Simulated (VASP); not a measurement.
# HfO2 (R-3m) in VASP: a series of runs, part 2 of 2

VASP 6.6.1. Earlier steps stand in the parts before.

## (4) Electric field gradients, PBE (equal xy, yz and zx shear strains of -1 %)

File INCAR:

```
SYSTEM = HfO2
PREC = Accurate
ENCUT = 520
EDIFF = 1E-8
ISMEAR = -1
SIGMA = 0.01
LREAL = .FALSE.
LASPH = .TRUE.
NELM = 100
ALGO = Normal
ISIF = 2
LWAVE = .FALSE.
LCHARG = .FALSE.
GGA = PE
LEFG = .TRUE.
NBANDS = 18
```

File KPOINTS:

```
regular mesh
0
G
  9 9 9
  0 0 0
```

File POSCAR:

```
HfO2
1.0
   -0.0255750000      2.5447125000      2.5447125000
    2.5447125000     -0.0255750000      2.5447125000
    2.5447125000      2.5447125000     -0.0255750000
Hf O
1 2
Direct
    0.0000000000      0.0000000000      0.0000000000
    0.2500000000      0.2500000000      0.2500000000
    0.7500000000      0.7500000000      0.7500000000
```

Potentials or basis: VASP PAW PBE potentials, release 64 (Hf_pv, O).

Started as:

```sh
> cat potpaw_PBE.64/Hf_pv/POTCAR potpaw_PBE.64/O/POTCAR > POTCAR
> mpirun -np 1 vasp_std > vasp.out
```

OUTCAR:

```text
SYSTEM = HfO2
   PREC = Accurate
   ENCUT = 520
   EDIFF = 1E-8
   ISMEAR = -1
   LREAL = .FALSE.
   LASPH = .TRUE.
   NELM = 100
   ISIF = 2
   GGA = PE

 ion  position               nearest neighbor table
   1  0.000  0.000  0.000-   2 2.19   3 2.19   3 2.22   3 2.22   3 2.22   2 2.22   2 2.22   2 2.22

   2  0.250  0.250  0.250-   1 2.19   1 2.22   1 2.22   1 2.22
   3  0.750  0.750  0.750-   1 2.19   1 2.22   1 2.22   1 2.22

  LATTYP: Found a trigonal (rhomboedric) cell.
 ALAT       =     3.5988578044
 COS(alpha) =     0.4899250057

  Lattice vectors:

 A1 = (  -0.0255750000,   2.5447125000,   2.5447125000)
 A2 = (   2.5447125000,  -0.0255750000,   2.5447125000)
 A3 = (   2.5447125000,   2.5447125000,  -0.0255750000)

Analysis of symmetry for initial positions (statically):
=====================================================================
[... 702 lines left out ...]
     2.544712500 -0.025575000  2.544712500     0.195513246 -0.193548289  0.195513246
     2.544712500  2.544712500 -0.025575000     0.195513246  0.195513246 -0.193548289

 POSITION                                       TOTAL-FORCE (eV/Angst)
 -----------------------------------------------------------------------------------
      0.00000      0.00000      0.00000         0.000000     -0.000000      0.000000
      1.26596      1.26596      1.26596         0.060072      0.060072      0.060072
      3.79789      3.79789      3.79789        -0.060072     -0.060072     -0.060072
 -----------------------------------------------------------------------------------
    total drift:                                0.000000      0.000000      0.000000

  FREE ENERGIE OF THE ION-ELECTRON SYSTEM (eV)
  ---------------------------------------------------
  free  energy   TOTEN  =       -30.2310950890 eV

  energy  without entropy=      -30.2310950890  energy(sigma->0) =      -30.23109509

 Electric field gradients (V/A^2)
---------------------------------------------------------------------
 ion       V_xx      V_yy      V_zz      V_xy      V_xz      V_yz
---------------------------------------------------------------------
   1       0.000     0.000    -0.000   -18.117   -18.117   -18.117
   2       0.000     0.000    -0.000    -0.749    -0.749    -0.749
   3       0.000    -0.000    -0.000    -0.749    -0.749    -0.749
---------------------------------------------------------------------

 Electric field gradients after diagonalization (V/A^2)
 (convention: |V_zz| > |V_xx| > |V_yy|)
----------------------------------------------------------------------
 ion       V_xx      V_yy      V_zz     asymmetry (V_yy - V_xx)/ V_zz
----------------------------------------------------------------------
   1      18.117    18.117   -36.235       0.000
   2       0.749     0.749    -1.497       0.000
   3       0.749     0.749    -1.497       0.000
----------------------------------------------------------------------

           NMR quadrupolar parameters

 Cq : quadrupolar parameter    Cq=e*Q*V_zz/h
 eta: asymmetry parameters     (V_yy - V_xx)/ V_zz
 Q  : nuclear electric quadrupole moment in mb (millibarn)
----------------------------------------------------------------------
 ion       Cq(MHz)       eta       Q (mb)
----------------------------------------------------------------------
   1      -0.088       0.000       1.000
   2      -0.004       0.000       1.000
   3      -0.004       0.000       1.000
----------------------------------------------------------------------
```

OSZICAR:

```text
N       E                     dE             d eps       ncg     rms          rms(c)
DAV:   1     0.898320212994E+02    0.89832E+02   -0.12583E+04  3060   0.121E+03
DAV:   2    -0.319950135615E+02   -0.12183E+03   -0.11822E+03  3846   0.286E+02
DAV:   3    -0.360368547170E+02   -0.40418E+01   -0.40273E+01  3572   0.460E+01
DAV:   4    -0.360602539701E+02   -0.23399E-01   -0.23395E-01  3722   0.391E+00
DAV:   5    -0.360603974496E+02   -0.14348E-03   -0.14348E-03  3448   0.286E-01    0.453E+01
DAV:   6    -0.303802133485E+02    0.56802E+01   -0.20697E+01  3126   0.321E+01    0.400E+01
DAV:   7    -0.302736273525E+02    0.10659E+00   -0.68141E-01  3464   0.679E+00    0.285E+01
DAV:   8    -0.302572811001E+02    0.16346E-01   -0.34404E-01  3320   0.529E+00    0.101E+01
DAV:   9    -0.302307172340E+02    0.26564E-01   -0.75650E-02  3228   0.235E+00    0.272E+00
DAV:  10    -0.302310453798E+02   -0.32815E-03   -0.34599E-03  3400   0.447E-01    0.148E-01
DAV:  11    -0.302310788008E+02   -0.33421E-04   -0.19034E-04  3582   0.115E-01    0.223E-01
DAV:  12    -0.302310939485E+02   -0.15148E-04   -0.40395E-05  3352   0.423E-02    0.785E-03
DAV:  13    -0.302310948930E+02   -0.94452E-06   -0.13803E-06  3756   0.866E-03    0.222E-03
DAV:  14    -0.302310951218E+02   -0.22873E-06   -0.22938E-07  3398   0.312E-03    0.242E-03
DAV:  15    -0.302310950959E+02    0.25820E-07   -0.88014E-09  3208   0.601E-04    0.198E-04
DAV:  16    -0.302310950890E+02    0.69697E-08   -0.75450E-10  2002   0.210E-04
   1 F= -.30231095E+02 E0= -.30231095E+02  d E =-.226925E-14
```

It took 1.8 min on 1 thread of Intel Xeon 8259CL, shared host; peak memory 0.19 GiB.

Results:

| Quantity | Value |
| --- | --- |
| Free energy | -30.2311 eV |
| Pressure | -5.9 GPa |
| Largest force | 0.104 eV/Å |
| Band gap on the k mesh | 3.84 eV (least direct gap 3.95 eV) |
| Largest electric field gradient by atom | Hf -36.2; O -1.5 V/Å² |

Forces in eV/Å, atoms in the order of the input:
```
Hf   0.000  0.000  0.000
O    0.060  0.060  0.060
O   -0.060 -0.060 -0.060
```

Levels at points of the mesh, in eV from the valence-band top:
```csv
k point,band 8,band 9,band 10,band 11,band 12,band 13,band 14,band 15
"(0.00, 0.00, 0.00)",-5.12,-0.56,-0.54,-0.54,3.87,3.87,5.67,10.08
```

Electric field gradients, principal values (V/Å²):
```csv
atom,least,middle,greatest (by size)
1 Hf,18.117,18.117,-36.235
2 O,0.749,0.749,-1.497
3 O,0.749,0.749,-1.497
```

Caveat: the cell differs from its parent crystal (equal xy, yz and zx shear strains of -1 %); the cell stands under tension; without QUAD_EFG the Cq values of the log hold for a quadrupole moment of 1 mb, not for the nuclei; spin-orbit coupling is left out, which moves the levels of the heavy elements; an odd mesh through Γ misses points on the zone boundary, where band edges can lie.
